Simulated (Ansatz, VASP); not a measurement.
# Ta in VASP and in Ansatz

```
CELL_PARAMETERS angstrom
-1.78338 1.78338 1.58523
1.78338 -1.78338 1.58523
1.78338 1.78338 -1.58523
ATOMIC_POSITIONS crystal
Ta 0.00000 0.00000 0.00000
```

Change from the starting cell: strain +0.080 along x and y, -0.040 along z, atoms carried along.

Alike in both runs: task single point; functional PBEsol; k mesh 20 × 20 × 20; occupations gaussian, width 0.15 eV; no spin polarisation.

|  | VASP | Ansatz |
| --- | --- | --- |
| version | VASP 6.6.1 | Ansatz 0.2.0 |
| potentials or method | VASP PAW PBE potentials, release 64 (Ta_pv), cutoff 520 eV | scalar-relativistic, plane waves, PAW |
| valence electrons in the cell | 11 | 13 |

```tsv
	VASP	Ansatz	Ansatz less VASP
gap on the k mesh at the Fermi level (eV)	none	none	-
pressure (GPa)	-20.4	-20.4	0.00
traceless stress, the component that is largest in VASP (GPa)	2.89	2.91	+0.020
```

VASP's potentials were made for PBE, not for PBEsol. A gap of «none» marks a metal or a gap that the smearing closes. With one functional, cell and mesh, what is left measures potentials, basis and numerics. VASP's potentials hold 11 valence electrons a cell and Ansatz's 13, so a difference there can come from the potentials and not from the codes.

Neither program's run includes spin-orbit coupling.
